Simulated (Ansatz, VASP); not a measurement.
Al2Cu: VASP beside Ansatz

```
CELL_PARAMETERS angstrom
-3.09300 3.09300 2.48633
3.09300 -3.09300 2.48633
3.09300 3.09300 -2.48633
ATOMIC_POSITIONS crystal
Cu 0.25000 0.25000 0.00000
Cu 0.75000 0.75000 0.00000
Al 0.34190 0.15810 0.50000
Al 0.84190 0.34190 0.18380
Al 0.65810 0.84190 0.50000
Al 0.15810 0.65810 0.81620
```

Change from the starting cell: volume scaled by 1.06.

Alike in both runs: task single point; functional PBEsol; k mesh 7 × 7 × 7; occupations fermi-dirac, width 0.05 eV; no spin polarisation.

```csv
,VASP,Ansatz
version,VASP 6.6.1,Ansatz 0.2.0
potentials or method,"VASP PAW PBE potentials, release 64 (Cu, Al), cutoff 520 eV","all-electron LAPW, scalar-relativistic"
```

Ansatz gave:

```
gap on the k mesh at the Fermi level (eV) : none
pressure (GPa)                            : -8.3
rms of the force components (eV/Å)        : 0.044
```

What did VASP give for the same quantities?

gap on the k mesh at the Fermi level (eV): none; pressure (GPa): -8.0; rms of the force components (eV/Å): 0.042.

VASP's potentials were made for PBE, not for PBEsol. Atom by atom the forces differ by 0.002 eV/Å (rms over components). A gap of «none» marks a metal or a gap that the smearing closes. Ansatz ran all-electron here, and VASP with PAW potentials.
